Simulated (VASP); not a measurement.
# K (I4/mmm) in VASP: single point with PBE

Aim: the single point of K with PBE.

Program: VASP 6.6.1. These are calculated values, not measurements. Logs are shortened: lines on timing, memory, paths and dates and some standing lists are left out, and cuts for length are marked.

### Step 1. The cell of the first run

The structure is tetragonal, space group I4/mmm (No. 139). The conventional cell has a = 5.655 Å, b = 5.655 Å, c = 5.445 Å, α = 90.00°, β = 90.00°, γ = 90.00°.

### Step 2. Single point, PBE (strain +0.080 along x and y, +0.040 along z)

INCAR reads:

```
SYSTEM = K
PREC     = Accurate       ! precision mode
ENCUT    = 520            ! plane-wave cutoff, eV
EDIFF    = 1E-6           ! SCF threshold, eV
ISMEAR   = 0              ! smearing method
SIGMA    = 0.15           ! smearing width, eV
LREAL    = .False.        ! projectors in reciprocal space
LASPH    = .True.         ! aspherical terms in the spheres
NELM     = 60             ! most SCF steps
ALGO     = Fast           ! electronic algorithm
ISIF     = 2              ! what is computed and relaxed
LWAVE    = .False.        ! write WAVECAR
LCHARG   = .False.        ! write CHGCAR
GGA      = PE             ! functional
NBANDS   = 10             ! bands
```

KPOINTS reads:

```
regular mesh
0
Gamma
  14 14 14
  0 0 0
```

POSCAR reads:

```
K
1.0
   -2.8274400000      2.8274400000      2.7227200000
    2.8274400000     -2.8274400000      2.7227200000
    2.8274400000      2.8274400000     -2.7227200000
K
1
Direct
    0.0000000000      0.0000000000      0.0000000000
```

Potentials or basis: VASP PAW PBE potentials, release 64 (K_sv).

The run is started by

```sh
$ cat potpaw_PBE.64/K_sv/POTCAR > POTCAR
$ mpirun -np 1 vasp_std > vasp.out
```

OUTCAR:

```text
SYSTEM = K
   PREC = Accurate
   ENCUT = 520
   EDIFF = 1E-6
   ISMEAR = 0
   LREAL = .False.
   LASPH = .True.
   NELM = 60
   ISIF = 2
   GGA = PE

 ion  position               nearest neighbor table
   1  0.000  0.000  0.000-

  LATTYP: Found a body centered tetragonal cell.
 ALAT       =     5.6548800000
 C/A-ratio  =     0.9629629630

  Lattice vectors:

 A1 = (  -2.8274400000,   2.8274400000,   2.7227200000)
 A2 = (   2.8274400000,  -2.8274400000,   2.7227200000)
 A3 = (   2.8274400000,   2.8274400000,  -2.7227200000)

Analysis of symmetry for initial positions (statically):
=====================================================================
 Subroutine PRICEL returns:
 Original cell was already a primitive cell.

 Routine SETGRP: Setting up the symmetry group for a
 body centered tetragonal supercell.

 Subroutine GETGRP returns: Found 16 space group operations
 (whereof 16 operations were pure point group operations)
 out of a pool of 16 trial point group operations.

The static configuration has the point symmetry D_4h.

Analysis of symmetry for dynamics (positions and initial velocities):
=====================================================================
 Subroutine PRICEL returns:
 Original cell was already a primitive cell.

 Routine SETGRP: Setting up the symmetry group for a
 body centered tetragonal supercell.

 Subroutine GETGRP returns: Found 16 space group operations
 (whereof 16 operations were pure point group operations)
 out of a pool of 16 trial point group operations.

The dynamic configuration has the point symmetry D_4h.

 Subroutine INISYM returns: Found 16 space group operations
 (whereof 16 operations are pure point group operations),
 and found     1 'primitive' translations

----------------------------------------------------------------------------------------

                                     Primitive cell

  volume of cell :      87.0662

  direct lattice vectors                    reciprocal lattice vectors
    -2.827440000  2.827440000  2.722720000     0.000000000  0.176838412  0.183639890
     2.827440000 -2.827440000  2.722720000     0.176838412  0.000000000  0.183639890
     2.827440000  2.827440000 -2.722720000     0.176838412  0.176838412  0.000000000

  length of vectors
     4.837565308  4.837565308  4.837565308     0.254942019  0.254942019  0.250087281

  position of ions in fractional coordinates (direct lattice)
     0.000000000  0.000000000  0.000000000

  ion indices of the primitive-cell ions
   primitive index   ion index
                 1           1

----------------------------------------------------------------------------------------

 KPOINTS: regular mesh

Automatic generation of k-mesh.
 Grid dimensions read from file:
 generate k-points for:   14   14   14

 Generating k-lattice:

  Cartesian coordinates                     Fractional coordinates (reciprocal lattice)
     0.000000000  0.012631315  0.013117135     0.071428571  0.000000000  0.000000000
     0.012631315  0.000000000  0.013117135     0.000000000  0.071428571  0.000000000
     0.012631315  0.012631315  0.000000000     0.000000000  0.000000000  0.071428571

  Length of vectors
     0.018210144  0.018210144  0.017863377

  Shift w.r.t. Gamma in fractional coordinates (k-lattice)
     0.000000000  0.000000000  0.000000000

 Subroutine IBZKPT returns following result:
 ===========================================

 Found    244 irreducible k-points:

 Following reciprocal coordinates:
            Coordinates               Weight
  0.000000  0.000000  0.000000      1.000000
  0.071429  0.000000  0.000000      8.000000
  0.142857  0.000000  0.000000      8.000000
  0.214286 -0.000000  0.000000      8.000000
  0.285714  0.000000  0.000000      8.000000
  0.357143  0.000000  0.000000      8.000000
[... 16 lines left out ...]
  0.214286  0.142857  0.000000     16.000000
  0.285714  0.142857  0.000000     16.000000
 [... further k-points ...]
   k-points           NKPTS =    244   k-points in BZ     NKDIM =    244   number of bands    NBANDS=     10
   number of dos      NEDOS =    301   number of ions     NIONS =      1
   total plane-waves  NPLWV =  46656
   dimension x,y,z NGX =    36 NGY =   36 NGZ =   36
   dimension x,y,z NGXF=    72 NGYF=   72 NGZF=   72
   ions per type =               1
   NGX,Y,Z   is equivalent  to a cutoff of  12.37, 12.37, 12.37 a.u.
   NGXF,Y,Z  is equivalent  to a cutoff of  24.74, 24.74, 24.74 a.u.
 SYSTEM =  K
   PREC   = accura    normal or accurate (medium, high low for compatibility)
   ISTART =      0    job   : 0-new  1-cont  2-samecut
   ICHARG =      2    charge: 1-file 2-atom 10-const
   ISPIN  =      1    spin polarized calculation?
   LNONCOLLINEAR =      F non collinear calculations
   LSORBIT =      F    spin-orbit coupling
   LASPH  =      T    aspherical Exc in radial PAW
   ENCUT  =  520.0 eV  38.22 Ry    6.18 a.u.   8.99  8.99  8.99*2*pi/ulx,y,z
   NELM   =     60;   NELMIN=  2; NELMDL= -5     # of ELM steps
   EDIFF  = 0.1E-05   stopping-criterion for ELM
   LREAL  =      F    real-space projection
   EDIFFG = 0.1E-04   stopping-criterion for IOM
   NSW    =      0    number of steps for IOM
   IBRION =     -1    ionic relax: 0-MD 1-quasi-New 2-CG
   NFREE  =      0    steps in history (QN), initial steepest desc. (CG)
   ISIF   =      2    stress and relaxation
   ISYM   =      2    0-nonsym 1-usesym 2-fastsym
   POTIM  = 0.5000    time-step for ionic-motion
   TEBEG  =    0.0;   TEEND  =   0.0 temperature during run
   PSTRESS=    0.0 pullay stress
   NELECT =       9.0000    total number of electrons
   NUPDOWN=      -1.0000    fix difference up-down
   EMIN   =  10.00;   EMAX   =-10.00  energy-range for DOS
   EFERMI =   0.00;   METHOD = LEGACY
   ISMEAR =     0;   SIGMA  =   0.15  broadening in eV -4-tet -1-fermi 0-gaus
   EFERMI_NEDOS =   21; number of points for ismear=-14 and -15
   IALGO  =     68    algorithm
   IMIX   =      4    mixing-type and parameters
     AMIX     =   0.40;   BMIX     =  1.00
     AMIX_MAG =   1.60;   BMIX_MAG =  1.00
  volume/ion in A,a.u.               =      87.07       587.55
  Fermi-wavevector in a.u.,A,eV,Ry     =   0.768315  1.451904  8.031618  0.590307
  Thomas-Fermi vector in A             =   1.869061
   LORBIT       =      0    0 simple, 1 ext, 2 COOP (PROOUT), +10 PAW based schemes
   GGA     = PE    functional components
   LHFCALC =     F    Hartree Fock is set to
   AEXX    =    0.0000 exact exchange contribution
   IVDW    =     0    specifies the selected vdW correction
   LEPSILON=     F    determine dielectric tensor
   LRPA    =     F    only Hartree local field effects (RPA)
 non-spin polarized calculation
 RMM-DIIS sequential band-by-band and
 Gauss-broadening in eV      SIGMA  =   0.15
  energy-cutoff  :      520.00
  volume of cell :       87.07
 maximum number of plane-waves:      2370
   NGX = 17   NGY = 17   NGZ = 17

 number of electron       9.0000001 magnetization

 Free energy of the ion-electron system (eV)
  ---------------------------------------------------
  ext. energy  EPLUGINS =         0.00000000
  ---------------------------------------------------
  free energy    TOTEN  =        -1.03136021 eV

  energy without entropy =       -1.02194375  energy(sigma->0) =       -1.02665198

 E-fermi :  -0.4508     XC(G=0):  -5.2618

 val. band max:       -0.4703815601   @ k =   0.5000   0.3571   0.0714
 cond. band min:      -0.4490980997   @ k =  -0.2857  -0.2857   0.1429
 fundamental gap:      0.0212834604
 Fermi energy:        -0.4507659697

 k-point     1 :       0.0000    0.0000    0.0000
  band No.  band energies     occupation
      1     -32.7058      2.00000
      2     -16.1633      2.00000
      3     -16.1633      2.00000
      4     -16.1633      2.00000
      5      -2.3830      2.00000
      6       3.5469      0.00000
      7       3.7208      0.00000
      8       3.7208      0.00000
      9       4.3576      0.00000
     10       4.5845      0.00000

 k-point     2 :       0.0714    0.0000    0.0000
  band No.  band energies     occupation
      1     -32.7057      2.00000
      2     -16.1651      2.00000
      3     -16.1639      2.00000
      4     -16.1633      2.00000
      5      -2.3268      2.00000
      6       3.5107      0.00000
      7       3.6270      0.00000
      8       3.7136      0.00000
      9       4.3132      0.00000
     10       4.4945      0.00000

 k-point     3 :       0.1429    0.0000    0.0000
  band No.  band energies     occupation
      1     -32.7055      2.00000
      2     -16.1701      2.00000
      3     -16.1658      2.00000
      4     -16.1633      2.00000
      5      -2.1594      2.00000
      6       3.2651      0.00000
      7       3.3402      0.00000
      8       3.7983      0.00000
      9       4.2667      0.00000
     10       4.4063      0.00000

 k-point     4 :       0.2143   -0.0000    0.0000
  band No.  band energies     occupation
      1     -32.7051      2.00000
      2     -16.1774      2.00000
      3     -16.1684      2.00000
      4     -16.1634      2.00000
      5      -1.8852      2.00000
      6       2.7007      0.00000
      7       3.1077      0.00000
      8       3.9804      0.00000
      9       4.3074      0.00000
     10       4.3720      0.00000

 k-point     5 :       0.2857    0.0000    0.0000
  band No.  band energies     occupation
      1     -32.7047      2.00000
      2     -16.1854      2.00000
      3     -16.1712      2.00000
      4     -16.1634      2.00000
      5      -1.5109      2.00000
      6       2.0658      0.00000
      7       2.8882      0.00000
      8       4.2363      0.00000
      9       4.3436      0.00000
     10       4.3895      0.00000

 k-point     6 :       0.3571    0.0000    0.0000
  band No.  band energies     occupation
      1     -32.7043      2.00000
      2     -16.1927      2.00000
      3     -16.1738      2.00000
      4     -16.1635      2.00000
      5      -1.0470      2.00000
      6       1.4084      0.00000
      7       2.7160      0.00000
      8       4.2575      0.00000
      9       4.4915      0.00000
     10       4.5521      0.00000
[... 183 lines left out ...]
 k-point    21 :      -0.0714    0.0714    0.0000
  band No.  band energies     occupation
      1     -32.7057      2.00000
      2     -16.1651      2.00000
      3     -16.1639      2.00000
      4     -16.1633      2.00000
      5      -2.3289      2.00000
      6       3.4606      0.00000
      7       3.6502      0.00000
      8       3.7620      0.00000
      9       4.2442      0.00000
     10       4.5613      0.00000

 k-point    22 :       0.1429    0.1429    0.0000
  band No.  band energies     occupation
      1     -32.7049      2.00000
      2     -16.1809      2.00000
      3     -16.1684      2.00000
      4     -16.1653      2.00000
      5      -1.7149      2.00000
      6       2.5931      0.00000
      7       2.8073      0.00000
      8       3.9755      0.00000
      9       4.1454      0.00000
     10       4.6526      0.00000

 k-point    23 :       0.2143    0.1429    0.0000
  band No.  band energies     occupation
      1     -32.7046      2.00000
      2     -16.1872      2.00000
      3     -16.1715      2.00000
      4     -16.1658      2.00000
      5      -1.3411      2.00000
      6       2.0677      0.00000
      7       2.5391      0.00000
      8       4.0325      0.00000
      9       4.1829      0.00000
     10       4.8196      0.00000

 k-point    24 :       0.2857    0.1429    0.0000
  band No.  band energies     occupation
      1     -32.7042      2.00000
      2     -16.1925      2.00000
      3     -16.1748      2.00000
      4     -16.1660      2.00000
      5      -0.8786      1.99995
      6       1.4656      0.00000
      7       2.3502      0.00000
      8       3.9174      0.00000
      9       4.3299      0.00000
     10       4.9134      0.00000

 [... further k-points ...]

------------------------ aborting loop because EDIFF is reached ----------------------------------------

  FORCE on cell =-STRESS in cart. coord.  units (eV):
  Direction    XX          YY          ZZ          XY          YZ          ZX
  --------------------------------------------------------------------------------------
  -------------------------------------------------------------------------------------
  Total       -0.2449175     -0.2449175     -0.2327156      0.0000000     -0.0000000      0.0000000
  in kB       -4.5069273     -4.5069273     -4.2823909      0.0000000     -0.0000000      0.0000000
  external PRESSURE =      -4.4320818 kB  Pullay stress =       0.0000000 kB

 VOLUME and BASIS-vectors are now :
 -----------------------------------------------------------------------------
  energy-cutoff  :      520.00
  volume of cell :       87.07
      direct lattice vectors                 reciprocal lattice vectors
    -2.827440000  2.827440000  2.722720000     0.000000000  0.176838412  0.183639890
     2.827440000 -2.827440000  2.722720000     0.176838412  0.000000000  0.183639890
     2.827440000  2.827440000 -2.722720000     0.176838412  0.176838412  0.000000000

 POSITION                                       TOTAL-FORCE (eV/Angst)
 -----------------------------------------------------------------------------------
      0.00000      0.00000      0.00000        -0.000000     -0.000000     -0.000000
 -----------------------------------------------------------------------------------
    total drift:                               -0.000000     -0.000000      0.000000

  FREE ENERGIE OF THE ION-ELECTRON SYSTEM (eV)
  ---------------------------------------------------
  free  energy   TOTEN  =        -1.0313602080 eV

  energy  without entropy=       -1.0219437468  energy(sigma->0) =       -1.02665198
```

It took 3.1 min on 1 thread of AMD EPYC 7R43 (Zen 3), shared host; peak memory 0.31 GiB.

Results:

```yaml
Free_energy: -1.0314 eV
Pressure: -0.4 GPa
Band_gap_on_the_k_mesh: zero (an odd number of electrons rules out a gap without spin polarisation)
```

Caveat: the cell differs from its parent crystal (strain +0.080 along x and y, +0.040 along z).
